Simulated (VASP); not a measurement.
# Ti (P6/mmm) in VASP: notebook

Runs on Ti. Level: PBE. Tasks: relaxation of cell and atoms.

All numbers are computed with VASP 6.6.1; they aren't measurements. Logs are shortened: lines on timing, memory, paths and dates and some standing lists are left out, and cuts for length are marked.

**1. The cell of the first run**

The structure is hexagonal, space group P6/mmm (No. 191). Conventional cell: a = 3.615 Å, b = 3.615 Å, c = 1.922 Å, α = 90.00°, β = 90.00°, γ = 120.00°. Ti (site symmetry 6/mmm) has 14 Ti at 1.92 to 2.30 Å within 2.5 Å. Within 2.5 Å of Ti (site symmetry -6m2) lie 11 Ti at 1.92 to 2.30 Å.

This isn't the form of Ti at room conditions, which is hcp.

**2. Relaxation of cell and atoms, PBE, target pressure 350 GPa, at which the enthalpy is minimised**

Input file INCAR:

```
PREC     = Accurate       # precision mode
ENCUT    = 600            # plane-wave cutoff, eV
EDIFF    = 1E-6           # SCF threshold, eV
ISMEAR   = -1             # smearing method
SIGMA    = 0.05           # smearing width, eV
LREAL    = F              # projectors in reciprocal space
LASPH    = T              # aspherical terms in the spheres
NELM     = 80             # most SCF steps
ALGO     = Normal         # electronic algorithm
ISIF     = 3              # what is computed and relaxed
LWAVE    = F              # write WAVECAR
LCHARG   = F              # write CHGCAR
GGA      = PE             # functional
IBRION   = 2              # ionic algorithm
NSW      = 32             # ionic steps
EDIFFG   = -0.005         # ionic threshold
PSTRESS  = 3500.0
```

Input file KPOINTS:

```
Automatic mesh
0
Gamma
  11 11 15
```

Input file POSCAR:

```
Ti
1.0
    3.6148265920      0.0000000000      0.0000000000
   -1.8074132960      3.1305316589      0.0000000000
    0.0000000000      0.0000000000      1.9218458719
Ti
3
Direct
    0.0000000000      0.0000000000      0.0000000000
    0.3333333333      0.6666666667      0.5000000000
    0.6666666667      0.3333333333      0.5000000000
```

Potentials or basis: VASP PAW PBE potentials, release 64 (Ti_sv).

On the command line:

```sh
cat potpaw_PBE.64/Ti_sv/POTCAR > POTCAR
mpirun -np 1 vasp_std > vasp.out
```

OUTCAR:

```text
PREC = Accurate
   ENCUT = 600
   EDIFF = 1E-6
   ISMEAR = -1
   LREAL = F
   LASPH = T
   NELM = 80
   ISIF = 3
   GGA = PE
   IBRION = 2
   NSW = 32
   EDIFFG = -0.005
   PSTRESS = 3500.0

 ion  position               nearest neighbor table
   1  0.000  0.000  0.000-   2 2.30   3 2.30   2 2.30   3 2.30   2 2.30   2 2.30   3 2.30   3 2.30
                             3 2.30   3 2.30   2 2.30   2 2.30
   2  0.333  0.667  0.500-   3 2.09   3 2.09   3 2.09   1 2.30   1 2.30   1 2.30   1 2.30   1 2.30
                             1 2.30   3 2.84   3 2.84   3 2.84   3 2.84   3 2.84   3 2.84
   3  0.667  0.333  0.500-   2 2.09   2 2.09   2 2.09   1 2.30   1 2.30   1 2.30   1 2.30   1 2.30
                             1 2.30   2 2.84   2 2.84   2 2.84   2 2.84   2 2.84   2 2.84

  LATTYP: Found a hexagonal cell.
 ALAT       =     3.6148265920
 C/A-ratio  =     0.5316564496

  Lattice vectors:

 A1 = (   3.6148265920,   0.0000000000,   0.0000000000)
 A2 = (  -1.8074132960,   3.1305316589,   0.0000000000)
 A3 = (   0.0000000000,   0.0000000000,   1.9218458719)

Analysis of symmetry for initial positions (statically):
=====================================================================
 Subroutine PRICEL returns:
 Original cell was already a primitive cell.

 Routine SETGRP: Setting up the symmetry group for a
 hexagonal supercell.

 Subroutine GETGRP returns: Found 24 space group operations
 (whereof 24 operations were pure point group operations)
 out of a pool of 24 trial point group operations.

The static configuration has the point symmetry D_6h.

Analysis of symmetry for dynamics (positions and initial velocities):
=====================================================================
 Subroutine PRICEL returns:
 Original cell was already a primitive cell.

 Routine SETGRP: Setting up the symmetry group for a
 hexagonal supercell.

 Subroutine GETGRP returns: Found 24 space group operations
 (whereof 24 operations were pure point group operations)
 out of a pool of 24 trial point group operations.

The dynamic configuration has the point symmetry D_6h.

 Subroutine INISYM returns: Found 24 space group operations
 (whereof 24 operations are pure point group operations),
 and found     1 'primitive' translations

----------------------------------------------------------------------------------------

                                     Primitive cell

  volume of cell :      21.7482

  direct lattice vectors                    reciprocal lattice vectors
     3.614826592  0.000000000  0.000000000     0.276638443  0.159717280  0.000000000
    -1.807413296  3.130531659  0.000000000     0.000000000  0.319434559  0.000000000
     0.000000000  0.000000000  1.921845872     0.000000000  0.000000000  0.520333089

  length of vectors
     3.614826592  3.614826592  1.921845872     0.319434559  0.319434559  0.520333089

  position of ions in fractional coordinates (direct lattice)
     0.000000000  0.000000000  0.000000000
     0.333333333  0.666666667  0.500000000
     0.666666667  0.333333333  0.500000000

  ion indices of the primitive-cell ions
   primitive index   ion index
                 1           1
                 2           2
                 3           3

----------------------------------------------------------------------------------------

 KPOINTS: Automatic mesh

Automatic generation of k-mesh.
 Grid dimensions read from file:
 generate k-points for:   11   11   15

 Generating k-lattice:

  Cartesian coordinates                     Fractional coordinates (reciprocal lattice)
     0.025148949  0.014519753  0.000000000     0.090909091  0.000000000  0.000000000
     0.000000000  0.029039505  0.000000000     0.000000000  0.090909091  0.000000000
     0.000000000  0.000000000  0.034688873     0.000000000  0.000000000  0.066666667

  Length of vectors
     0.029039505  0.029039505  0.034688873

  Shift w.r.t. Gamma in fractional coordinates (k-lattice)
     0.000000000  0.000000000  0.000000000

 Subroutine IBZKPT returns following result:
 ===========================================

 Found    128 irreducible k-points:

 Following reciprocal coordinates:
            Coordinates               Weight
  0.000000  0.000000  0.000000      1.000000
  0.090909  0.000000  0.000000      6.000000
  0.181818  0.000000  0.000000      6.000000
  0.272727  0.000000  0.000000      6.000000
  0.363636  0.000000  0.000000      6.000000
  0.454545  0.000000  0.000000      6.000000
[... 16 lines left out ...]
  0.090909  0.090909  0.066667     12.000000
  0.181818  0.090909  0.066667     24.000000
 [... further k-points ...]
   k-points           NKPTS =    128   k-points in BZ     NKDIM =    128   number of bands    NBANDS=     22
   number of dos      NEDOS =    301   number of ions     NIONS =      3
   total plane-waves  NPLWV =  14400
   dimension x,y,z NGX =    30 NGY =   30 NGZ =   16
   dimension x,y,z NGXF=    60 NGYF=   60 NGZF=   32
   ions per type =               3
   NGX,Y,Z   is equivalent  to a cutoff of  13.80, 13.80, 13.84 a.u.
   NGXF,Y,Z  is equivalent  to a cutoff of  27.59, 27.59, 27.68 a.u.
 SYSTEM =  unknown system
   PREC   = accura    normal or accurate (medium, high low for compatibility)
   ISTART =      0    job   : 0-new  1-cont  2-samecut
   ICHARG =      2    charge: 1-file 2-atom 10-const
   ISPIN  =      1    spin polarized calculation?
   LNONCOLLINEAR =      F non collinear calculations
   LSORBIT =      F    spin-orbit coupling
   LASPH  =      T    aspherical Exc in radial PAW
   ENCUT  =  600.0 eV  44.10 Ry    6.64 a.u.   7.22  7.22  3.84*2*pi/ulx,y,z
   NELM   =     80;   NELMIN=  2; NELMDL= -5     # of ELM steps
   EDIFF  = 0.1E-05   stopping-criterion for ELM
   LREAL  =      F    real-space projection
   EDIFFG = -.5E-02   stopping-criterion for IOM
   NSW    =     32    number of steps for IOM
   IBRION =      2    ionic relax: 0-MD 1-quasi-New 2-CG
   NFREE  =      1    steps in history (QN), initial steepest desc. (CG)
   ISIF   =      3    stress and relaxation
   ISYM   =      2    0-nonsym 1-usesym 2-fastsym
   POTIM  = 0.5000    time-step for ionic-motion
   TEBEG  =    0.0;   TEEND  =   0.0 temperature during run
   PSTRESS= 3500.0 pullay stress
   NELECT =      36.0000    total number of electrons
   NUPDOWN=      -1.0000    fix difference up-down
   EMIN   =  10.00;   EMAX   =-10.00  energy-range for DOS
   EFERMI =   0.00;   METHOD = LEGACY
   ISMEAR =    -1;   SIGMA  =   0.05  broadening in eV -4-tet -1-fermi 0-gaus
   EFERMI_NEDOS =   21; number of points for ismear=-14 and -15
   IALGO  =     38    algorithm
   IMIX   =      4    mixing-type and parameters
     AMIX     =   0.40;   BMIX     =  1.00
     AMIX_MAG =   1.60;   BMIX_MAG =  1.00
  volume/ion in A,a.u.               =       7.25        48.92
  Fermi-wavevector in a.u.,A,eV,Ry     =   1.936575  3.659596 51.026231  3.750322
  Thomas-Fermi vector in A             =   2.967365
   LORBIT       =      0    0 simple, 1 ext, 2 COOP (PROOUT), +10 PAW based schemes
   GGA     = PE    functional components
   LHFCALC =     F    Hartree Fock is set to
   AEXX    =    0.0000 exact exchange contribution
   IVDW    =     0    specifies the selected vdW correction
   LEPSILON=     F    determine dielectric tensor
   LRPA    =     F    only Hartree local field effects (RPA)
 conjugate gradient relaxation of ions
 non-spin polarized calculation
  energy-cutoff  :      600.00
  volume of cell :       21.75
 maximum number of plane-waves:       744
 NGX is ok and might be reduce to    30
   NGX = 15   NGY = 15   NGZ =  7

--------------------------------------- Ionic step        1  -------------------------------------------

 number of electron      36.0000003 magnetization

 Free energy of the ion-electron system (eV)
  ---------------------------------------------------
  ext. energy  EPLUGINS =         0.00000000
  ---------------------------------------------------
  free energy    TOTEN  =        -4.63146757 eV

  energy without entropy =       -4.61338524  energy(sigma->0) =       -4.62242640

------------------------ aborting loop because EDIFF is reached ----------------------------------------

  FORCE on cell =-STRESS in cart. coord.  units (eV):
  Direction    XX          YY          ZZ          XY          YZ          ZX
  --------------------------------------------------------------------------------------
  -------------------------------------------------------------------------------------
  Total       48.5813362     48.5813362     52.3959599      0.0000000     -0.0000000     -0.0000000
  in kB     3578.9523352   3578.9523351   3859.9729390      0.0000000     -0.0000000     -0.0000000
  external PRESSURE =     172.6258698 kB  Pullay stress =    3500.0000000 kB
[... 96 lines left out ...]
  FREE ENERGIE OF THE ION-ELECTRON SYSTEM (eV)
  ---------------------------------------------------
  free  energy   TOTEN  =        -5.7972044347 eV

  energy  without entropy=       -5.7759174190  energy(sigma->0) =       -5.78656093

  enthalpy is  TOTEN    =        42.8407202781 eV   P V=       48.6379247128

[... ionic steps 4 to 8 ...]

--------------------------------------- Ionic step        9  -------------------------------------------

 number of electron      36.0000001 magnetization

------------------------ aborting loop because EDIFF is reached ----------------------------------------

  FORCE on cell =-STRESS in cart. coord.  units (eV):
  Direction    XX          YY          ZZ          XY          YZ          ZX
  --------------------------------------------------------------------------------------
  -------------------------------------------------------------------------------------
  Total       48.2239061     48.2239061     48.2289814      0.0000000      0.0000000     -0.0000000
  in kB     3498.7677500   3498.7677497   3499.1359758      0.0000000      0.0000000     -0.0000000
  external PRESSURE =      -1.1095082 kB  Pullay stress =    3500.0000000 kB
[... 63 lines left out ...]
  enthalpy is  TOTEN    =        42.8218123819 eV   P V=       48.1873829867

--------------------------------------- Ionic step       11  -------------------------------------------

 number of electron      36.0000001 magnetization

 Free energy of the ion-electron system (eV)
  ---------------------------------------------------
  ext. energy  EPLUGINS =         0.00000000
  ---------------------------------------------------
  free energy    TOTEN  =        -5.41593309 eV

  energy without entropy =       -5.39341826  energy(sigma->0) =       -5.40467568

 E-fermi :  20.8973     XC(G=0): -16.2548

 val. band max:       20.8948248206   @ k =   0.2727   0.1818   0.4000
 cond. band min:      20.8993196550   @ k =   0.2727   0.1818   0.2667
 fundamental gap:      0.0044948345
 Fermi energy:        20.8973046770

 k-point     1 :       0.0000    0.0000    0.0000
  band No.  band energies     occupation
      1     -37.2170      2.00000
      2     -34.7387      2.00000
      3     -34.6816      2.00000
      4     -13.8519      2.00000
      5     -13.8519      2.00000
      6     -13.1334      2.00000
[... 574 lines left out ...]
      6     -11.6249      2.00000
[... 14 lines left out ...]
     21      23.2464      0.00000
     22      23.8365      0.00000

 [... further k-points ...]
[... 5 lines left out ...]
  --------------------------------------------------------------------------------------
  -------------------------------------------------------------------------------------
  Total       48.2255574     48.2255574     48.2474215      0.0000000     -0.0000000      0.0000000
  in kB     3499.1234845   3499.1234842   3500.7098933      0.0000000     -0.0000000      0.0000000
  external PRESSURE =      -0.3477126 kB  Pullay stress =    3500.0000000 kB
[... 18 lines left out ...]
  FREE ENERGIE OF THE ION-ELECTRON SYSTEM (eV)
  ---------------------------------------------------
  free  energy   TOTEN  =        -5.4159330868 eV

  energy  without entropy=       -5.3934182645  energy(sigma->0) =       -5.40467568

  enthalpy is  TOTEN    =        42.8217045671 eV   P V=       48.2376376539

 reached required accuracy - stopping structural energy minimisation
```

It took 5 min on 1 thread of Intel Xeon 6975P-C (Granite Rapids), shared host; peak memory 0.19 GiB.

Results:

```yaml
Free_energy: -5.4159 eV
Relaxed_volume: 7.36 Å³/atom
Relaxed_cell: a = 3.590 Å, b = 3.590 Å, c = 1.978 Å, α = 90.00°, β = 90.00°, γ = 120.00°
Space_group_after_relaxing_to_0.1_Å: P6/mmm (No. 191)
Energy_change_on_relaxing_the_run_minimises_the_enthalpy: -261.5 meV/atom
Ionic_steps: 11
Pressure_after_relaxing: 350.0 GPa
Band_gap_on_the_k_mesh: zero (bands 18 and 19 overlap by 2.73 eV)
```

The path:
```tsv
step	energy change (eV)	largest force (eV/Å)	pressure (GPa)	volume (Å³)
1	0.0000	0.0000	367.26	21.75
2	-4.9904	0.0000	269.74	24.27
3	-1.1657	0.0000	341.95	22.26
4	-1.0557	0.0000	344.30	22.21
5	-0.3792	0.0000	357.95	21.90
6	-0.6803	0.0000	352.07	22.03
7	-1.0973	0.0000	343.75	22.23
8	-0.7899	0.0000	349.89	22.08
9	-0.7877	0.0000	349.89	22.08
10	-0.7341	0.0000	351.05	22.06
11	-0.7845	0.0000	349.97	22.08
```

Final structure:
```
CELL_PARAMETERS angstrom
3.59044 0.00000 0.00000
-1.79522 3.10941 0.00000
0.00000 0.00000 1.97789
ATOMIC_POSITIONS crystal
Ti 0.00000 0.00000 0.00000
Ti 0.33333 0.66667 0.50000
Ti 0.66667 0.33333 0.50000
```

Levels at points of the mesh, in eV from the Fermi level:
| k point | band 15 | band 16 | band 17 | band 18 | band 19 | band 20 | band 21 | band 22 |
| --- | --- | --- | --- | --- | --- | --- | --- | --- |
| (0.00, 0.00, 0.00) | -0.63 | -0.60 | -0.09 | -0.09 | 0.06 | 0.06 | 1.33 | 1.33 |

Caveat: the cell is relaxed towards a set pressure, so the run minimises the enthalpy, not the energy; atoms lie so close that the PAW spheres overlap strongly, which falsifies energies and pressures.

**3. Relaxation of cell and atoms, PBE, target pressure 350 GPa, at which the enthalpy is minimised**

This run uses another cell than the first one, of 7.27 Å³/atom.

Input file INCAR:

```
PREC     = Accurate       # precision mode
ENCUT    = 600            # plane-wave cutoff, eV
EDIFF    = 1E-6           # SCF threshold, eV
ISMEAR   = -1             # smearing method
SIGMA    = 0.05           # smearing width, eV
LREAL    = False          # projectors in reciprocal space
LASPH    = True           # aspherical terms in the spheres
NELM     = 100            # most SCF steps
ALGO     = Normal         # electronic algorithm
ISIF     = 3              # what is computed and relaxed
LWAVE    = False          # write WAVECAR
LCHARG   = False          # write CHGCAR
GGA      = PE             # functional
IBRION   = 2              # ionic algorithm
NSW      = 60             # ionic steps
EDIFFG   = -0.005         # ionic threshold
PSTRESS  = 3500.0
```

KPOINTS is that of step 2.

Input file POSCAR:

```
Ti
1.0
    3.4371763841      0.0000000000      0.0000000000
   -1.7185881920      2.9766820659      0.0000000000
    0.0000000000      0.0000000000      2.1310493581
Ti
3
Direct
    0.0000000000      0.0000000000      0.0000000000
    0.3333333333      0.6666666667      0.5000000000
    0.6666666667      0.3333333333      0.5000000000
```

Potentials or basis: VASP PAW PBE potentials, release 64 (Ti_sv).

On the command line:

```sh
cat potpaw_PBE.64/Ti_sv/POTCAR > POTCAR
mpirun -np 1 vasp_std > vasp.out
```

Wall time 5.6 min (1 thread of Intel Xeon 6975P-C (Granite Rapids), shared host); peak memory 0.19 GiB.

Results (log left out):

* Free energy: -5.4301 eV
* Relaxed volume: 7.36 Å³/atom
* Relaxed cell: a = 3.591 Å, b = 3.591 Å, c = 1.978 Å, α = 90.00°, β = 90.00°, γ = 120.00°
* Space group after relaxing (to 0.1 Å): P6/mmm (No. 191)
* Energy change on relaxing (the run minimises the enthalpy): -295.4 meV/atom
* Ionic steps: 19
* Pressure after relaxing: 350.0 GPa
* Band gap on the k mesh: zero (bands 18 and 19 overlap by 2.73 eV)

The path:
| step | energy change (eV) | largest force (eV/Å) | pressure (GPa) | volume (Å³) |
| --- | --- | --- | --- | --- |
| 1 | 0.0000 | 0.0000 | 372.87 | 21.80 |
| 2 | -6.4790 | 0.0000 | 243.23 | 25.15 |
| 3 | -2.0067 | 0.0000 | 332.30 | 22.67 |
| 4 | -0.4922 | 0.0000 | 358.21 | 21.92 |
| 5 | -1.0172 | 0.0000 | 347.19 | 22.15 |
| 6 | -0.9398 | 0.0000 | 348.63 | 22.11 |
| 7 | -0.9072 | 0.0000 | 349.20 | 22.10 |
| 8 | -0.7239 | 0.0000 | 352.99 | 22.01 |
| 9 | -0.8692 | 0.0000 | 350.14 | 22.08 |
| 10 | -0.8716 | 0.0000 | 350.10 | 22.08 |
| 11 | -0.8894 | 0.0000 | 350.05 | 22.09 |
| 12 | -0.8807 | 0.0000 | 349.83 | 22.09 |
| 13 | -0.8732 | 0.0000 | 349.88 | 22.08 |
| 14 | -0.8723 | 0.0000 | 349.93 | 22.08 |
| 15 | -0.8707 | 0.0000 | 350.04 | 22.08 |
| 16 | -0.8693 | 0.0000 | 350.08 | 22.08 |
| 17 | -0.8710 | 0.0000 | 350.06 | 22.08 |
| 18 | -0.8760 | 0.0000 | 350.10 | 22.08 |
| 19 | -0.8861 | 0.0000 | 350.01 | 22.09 |

Final structure:
```
CELL_PARAMETERS angstrom
3.59052 0.00000 0.00000
-1.79526 3.10948 0.00000
0.00000 0.00000 1.97836
ATOMIC_POSITIONS crystal
Ti 0.00000 0.00000 0.00000
Ti 0.33333 0.66667 0.50000
Ti 0.66667 0.33333 0.50000
```

Levels at points of the mesh, in eV from the Fermi level:
```csv
k point,band 16,band 17,band 18,band 19,band 20,band 21
"(0.00, 0.00, 0.00)",-0.60,-0.08,-0.08,0.07,0.07,1.33
```

Caveat: the cell is relaxed towards a set pressure, so the run minimises the enthalpy, not the energy; atoms lie so close that the PAW spheres overlap strongly, which falsifies energies and pressures.
